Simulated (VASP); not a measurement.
# Ti (P6_3/mmc) in VASP: relaxation of cell and atoms with PBEsol

Aim: the relaxation of cell and atoms of Ti with PBEsol.

Program: VASP 6.6.1. These are calculated values, not measurements. Logs are shortened: lines on timing, memory, paths and dates and some standing lists are left out, and cuts for length are marked.

## Step 1: The cell of the first run

The structure is hexagonal, space group P6_3/mmc (No. 194). The conventional cell has a = 2.810 Å, b = 2.810 Å, c = 4.457 Å, α = 90.00°, β = 90.00°, γ = 120.00°. Ti (site symmetry -6m2) has 12 Ti at 2.76 to 2.81 Å within 3.6 Å.

## Step 2: Relaxation of cell and atoms, PBEsol, target pressure 13 GPa, at which the enthalpy is minimised

File INCAR:

```
  ALGO = Normal
  EDIFF = 1E-7
  EDIFFG = -0.005
  ENCUT = 600
  GGA = PS
  IBRION = 2
  ISIF = 3
  ISMEAR = -1
  LASPH = True
  LCHARG = False
  LREAL = False
  LWAVE = False
  NELM = 80
  NSW = 32
  PREC = Accurate
  PSTRESS = 130.0
  SIGMA = 0.05
```

File KPOINTS:

```
k-points
0
Gamma
  16 16 9
```

File POSCAR:

```
Ti
1.0
    2.8104678072      0.0000000000      0.0000000000
   -1.4052339036      2.4339365175      0.0000000000
    0.0000000000      0.0000000000      4.4567866128
Ti
2
Direct
    0.3333333333      0.6666666667      0.2500000000
    0.6666666667      0.3333333333      0.7500000000
```

Potentials or basis: VASP PAW PBE potentials, release 64 (Ti_sv).

Run with:

```sh
cat potpaw_PBE.64/Ti_sv/POTCAR > POTCAR
mpirun -np 1 vasp_std > vasp.out
```

OUTCAR:

```text
EDIFF = 1E-7
   EDIFFG = -0.005
   ENCUT = 600
   GGA = PS
   IBRION = 2
   ISIF = 3
   ISMEAR = -1
   LASPH = True
   LREAL = False
   NELM = 80
   NSW = 32
   PREC = Accurate
   PSTRESS = 130.0

 ion  position               nearest neighbor table
   1  0.333  0.667  0.250-   2 2.76   2 2.76   2 2.76   2 2.76   2 2.76   2 2.76
   2  0.667  0.333  0.750-   1 2.76   1 2.76   1 2.76   1 2.76   1 2.76   1 2.76

  LATTYP: Found a hexagonal cell.
 ALAT       =     2.8104678072
 C/A-ratio  =     1.5857810580

  Lattice vectors:

 A1 = (   2.8104678072,   0.0000000000,   0.0000000000)
 A2 = (  -1.4052339036,   2.4339365175,   0.0000000000)
 A3 = (   0.0000000000,   0.0000000000,   4.4567866128)

Analysis of symmetry for initial positions (statically):
=====================================================================
 Subroutine PRICEL returns:
 Original cell was already a primitive cell.

 Routine SETGRP: Setting up the symmetry group for a
 hexagonal supercell.

 Subroutine GETGRP returns: Found 24 space group operations
 (whereof 12 operations were pure point group operations)
 out of a pool of 24 trial point group operations.

The static configuration has the point symmetry D_3d.
 The point group associated with its full space group is D_6h.

Analysis of symmetry for dynamics (positions and initial velocities):
=====================================================================
 Subroutine PRICEL returns:
 Original cell was already a primitive cell.

 Routine SETGRP: Setting up the symmetry group for a
 hexagonal supercell.

 Subroutine GETGRP returns: Found 24 space group operations
 (whereof 12 operations were pure point group operations)
 out of a pool of 24 trial point group operations.

The dynamic configuration has the point symmetry D_3d.
 The point group associated with its full space group is D_6h.

 Subroutine INISYM returns: Found 24 space group operations
 (whereof 12 operations are pure point group operations),
 and found     1 'primitive' translations

----------------------------------------------------------------------------------------

                                     Primitive cell

  volume of cell :      30.4866

  direct lattice vectors                    reciprocal lattice vectors
     2.810467807  0.000000000  0.000000000     0.355812651  0.205428530  0.000000000
    -1.405233904  2.433936517  0.000000000     0.000000000  0.410857059  0.000000000
     0.000000000  0.000000000  4.456786613     0.000000000  0.000000000  0.224376908

  length of vectors
     2.810467807  2.810467807  4.456786613     0.410857059  0.410857059  0.224376908

  position of ions in fractional coordinates (direct lattice)
     0.333333333  0.666666667  0.250000000
     0.666666667  0.333333333  0.750000000

  ion indices of the primitive-cell ions
   primitive index   ion index
                 1           1
                 2           2

----------------------------------------------------------------------------------------

 KPOINTS: k-points

Automatic generation of k-mesh.
 Grid dimensions read from file:
 generate k-points for:   16   16    9

 Generating k-lattice:

  Cartesian coordinates                     Fractional coordinates (reciprocal lattice)
     0.022238291  0.012839283  0.000000000     0.062500000  0.000000000  0.000000000
     0.000000000  0.025678566  0.000000000     0.000000000  0.062500000  0.000000000
     0.000000000  0.000000000  0.024930768     0.000000000  0.000000000  0.111111111

  Length of vectors
     0.025678566  0.025678566  0.024930768

  Shift w.r.t. Gamma in fractional coordinates (k-lattice)
     0.000000000  0.000000000  0.000000000

 Subroutine IBZKPT returns following result:
 ===========================================

 Found    150 irreducible k-points:

 Following reciprocal coordinates:
            Coordinates               Weight
  0.000000  0.000000  0.000000      1.000000
  0.062500  0.000000  0.000000      6.000000
  0.125000  0.000000  0.000000      6.000000
  0.187500 -0.000000  0.000000      6.000000
  0.250000  0.000000  0.000000      6.000000
  0.312500  0.000000  0.000000      6.000000
[... 16 lines left out ...]
  0.187500  0.187500  0.000000      6.000000
  0.250000  0.187500  0.000000     12.000000
 [... further k-points ...]
   k-points           NKPTS =    150   k-points in BZ     NKDIM =    150   number of bands    NBANDS=     16
   number of dos      NEDOS =    301   number of ions     NIONS =      2
   total plane-waves  NPLWV =  20736
   dimension x,y,z NGX =    24 NGY =   24 NGZ =   36
   dimension x,y,z NGXF=    48 NGYF=   48 NGZF=   72
   ions per type =               2
   NGX,Y,Z   is equivalent  to a cutoff of  14.20, 14.20, 13.43 a.u.
   NGXF,Y,Z  is equivalent  to a cutoff of  28.39, 28.39, 26.86 a.u.
 SYSTEM =  unknown system
   PREC   = accura    normal or accurate (medium, high low for compatibility)
   ISTART =      0    job   : 0-new  1-cont  2-samecut
   ICHARG =      2    charge: 1-file 2-atom 10-const
   ISPIN  =      1    spin polarized calculation?
   LNONCOLLINEAR =      F non collinear calculations
   LSORBIT =      F    spin-orbit coupling
   LASPH  =      T    aspherical Exc in radial PAW
   ENCUT  =  600.0 eV  44.10 Ry    6.64 a.u.   5.61  5.61  8.90*2*pi/ulx,y,z
   NELM   =     80;   NELMIN=  2; NELMDL= -5     # of ELM steps
   EDIFF  = 0.1E-06   stopping-criterion for ELM
   LREAL  =      F    real-space projection
   EDIFFG = -.5E-02   stopping-criterion for IOM
   NSW    =     32    number of steps for IOM
   IBRION =      2    ionic relax: 0-MD 1-quasi-New 2-CG
   NFREE  =      1    steps in history (QN), initial steepest desc. (CG)
   ISIF   =      3    stress and relaxation
   ISYM   =      2    0-nonsym 1-usesym 2-fastsym
   POTIM  = 0.5000    time-step for ionic-motion
   TEBEG  =    0.0;   TEEND  =   0.0 temperature during run
   PSTRESS=  130.0 pullay stress
   NELECT =      24.0000    total number of electrons
   NUPDOWN=      -1.0000    fix difference up-down
   EMIN   =  10.00;   EMAX   =-10.00  energy-range for DOS
   EFERMI =   0.00;   METHOD = LEGACY
   ISMEAR =    -1;   SIGMA  =   0.05  broadening in eV -4-tet -1-fermi 0-gaus
   EFERMI_NEDOS =   21; number of points for ismear=-14 and -15
   IALGO  =     38    algorithm
   IMIX   =      4    mixing-type and parameters
     AMIX     =   0.40;   BMIX     =  1.00
     AMIX_MAG =   1.60;   BMIX_MAG =  1.00
  volume/ion in A,a.u.               =      15.24       102.87
  Fermi-wavevector in a.u.,A,eV,Ry     =   1.511618  2.856544 31.089156  2.284989
  Thomas-Fermi vector in A             =   2.621651
   LORBIT       =      0    0 simple, 1 ext, 2 COOP (PROOUT), +10 PAW based schemes
   GGA     = PS    functional components
   LHFCALC =     F    Hartree Fock is set to
   AEXX    =    0.0000 exact exchange contribution
   IVDW    =     0    specifies the selected vdW correction
   LEPSILON=     F    determine dielectric tensor
   LRPA    =     F    only Hartree local field effects (RPA)
 conjugate gradient relaxation of ions
 non-spin polarized calculation
  energy-cutoff  :      600.00
  volume of cell :       30.49
 maximum number of plane-waves:      1041
 NGX is ok and might be reduce to    24
   NGX = 11   NGY = 11   NGZ = 17

--------------------------------------- Ionic step        1  -------------------------------------------

 number of electron      23.9999996 magnetization

 Free energy of the ion-electron system (eV)
  ---------------------------------------------------
  ext. energy  EPLUGINS =         0.00000000
  ---------------------------------------------------
  free energy    TOTEN  =       -16.58086923 eV

  energy without entropy =      -16.56576798  energy(sigma->0) =      -16.57331860

------------------------ aborting loop because EDIFF is reached ----------------------------------------

  FORCE on cell =-STRESS in cart. coord.  units (eV):
  Direction    XX          YY          ZZ          XY          YZ          ZX
  --------------------------------------------------------------------------------------
  -------------------------------------------------------------------------------------
  Total        2.3757918      2.3757918      2.3789699     -0.0000000     -0.0000000      0.0000000
  in kB      124.8559570    124.8559570    125.0229719     -0.0000000     -0.0000000      0.0000000
  external PRESSURE =      -5.0883713 kB  Pullay stress =     130.0000000 kB
[... 61 lines left out ...]
  enthalpy is  TOTEN    =       -14.1071232527 eV   P V=        2.4563827212

--------------------------------------- Ionic step        3  -------------------------------------------

 number of electron      23.9999995 magnetization

 Free energy of the ion-electron system (eV)
  ---------------------------------------------------
  ext. energy  EPLUGINS =         0.00000000
  ---------------------------------------------------
  free energy    TOTEN  =       -16.57321955 eV

  energy without entropy =      -16.55814853  energy(sigma->0) =      -16.56568404

 E-fermi :   9.6920     XC(G=0): -12.2899

 val. band max:        9.6919169130   @ k =   0.3125   0.1875   0.3333
 cond. band min:       9.7025088699   @ k =   0.2500   0.2500   0.3333
 fundamental gap:      0.0105919568
 Fermi energy:         9.6920250855

 k-point     1 :       0.0000    0.0000    0.0000
  band No.  band energies     occupation
      1     -46.7308      2.00000
      2     -46.4944      2.00000
      3     -23.5992      2.00000
      4     -22.6254      2.00000
      5     -22.6254      2.00000
      6     -22.5054      2.00000
[... 8 lines left out ...]
     15      11.1347      0.00000
     16      11.1347      0.00000
[... 420 lines left out ...]
  band No.  band energies     occupation
      1     -46.5562      2.00000
      2     -46.4473      2.00000
      3     -23.2092      2.00000
      4     -23.1737      2.00000
      5     -23.0967      2.00000
      6     -22.8442      2.00000
[... 8 lines left out ...]
     15      10.7516      0.00000
     16      12.3803      0.00000

 [... further k-points ...]
[... 5 lines left out ...]
  --------------------------------------------------------------------------------------
  -------------------------------------------------------------------------------------
  Total        2.4634038      2.4634038      2.4699514     -0.0000000      0.0000000      0.0000000
  in kB      129.8699534    129.8699534    130.2151402     -0.0000000      0.0000000      0.0000000
  external PRESSURE =      -0.0149843 kB  Pullay stress =     130.0000000 kB
[... 17 lines left out ...]
  FREE ENERGIE OF THE ION-ELECTRON SYSTEM (eV)
  ---------------------------------------------------
  free  energy   TOTEN  =       -16.5732195455 eV

  energy  without entropy=      -16.5581485321  energy(sigma->0) =      -16.56568404

  enthalpy is  TOTEN    =       -14.1073489780 eV   P V=        2.4658705676

 reached required accuracy - stopping structural energy minimisation
```

It took 68 s on 1 thread of Intel Xeon 6975P-C (Granite Rapids), shared host; peak memory 0.21 GiB.

Results:

| Item | Value |
| --- | --- |
| Free energy | -16.5732 eV |
| Relaxed volume | 15.20 Å³/atom |
| Relaxed cell | a = 2.807 Å, b = 2.807 Å, c = 4.452 Å, α = 90.00°, β = 90.00°, γ = 120.00° |
| Space group after relaxing (to 0.1 Å) | P6_3/mmc (No. 194) |
| Energy change on relaxing (the run minimises the enthalpy) | +3.8 meV/atom |
| Ionic steps | 3 |
| Pressure after relaxing | 13.0 GPa |
| Band gap on the k mesh | zero (bands 12 and 13 overlap by 1.17 eV) |

Step by step:
```csv
step,energy change (eV),largest force (eV/Å),pressure (GPa),volume (Å³)
1,0.0000,0.0000,12.49,30.49
2,0.0174,0.0000,13.62,30.27
3,0.0076,0.0000,13.00,30.39
```

Final structure:
```
Ti
1.0
     2.80748    0.00000    0.00000
    -1.40374    2.43135    0.00000
     0.00000    0.00000    4.45220
Ti
2
Direct
  0.33333 0.66667 0.25000
  0.66667 0.33333 0.75000
```

Levels at points of the mesh, in eV from the Fermi level:
| k point | band 8 | band 9 | band 10 | band 11 | band 12 | band 13 | band 14 | band 15 | band 16 |
| --- | --- | --- | --- | --- | --- | --- | --- | --- | --- |
| (0.00, 0.00, 0.00) | -32.17 | -6.50 | -3.04 | 0.84 | 0.84 | 0.98 | 1.21 | 1.44 | 1.44 |
| (0.50, 0.00, 0.00) | -32.28 | -2.59 | -2.52 | -2.23 | -0.43 | 0.49 | 0.75 | 1.38 | 3.96 |

Caveat: the cell is relaxed towards a set pressure, so the run minimises the enthalpy, not the energy; the PAW data sets were made with another functional, which shifts forces and pressure a little.
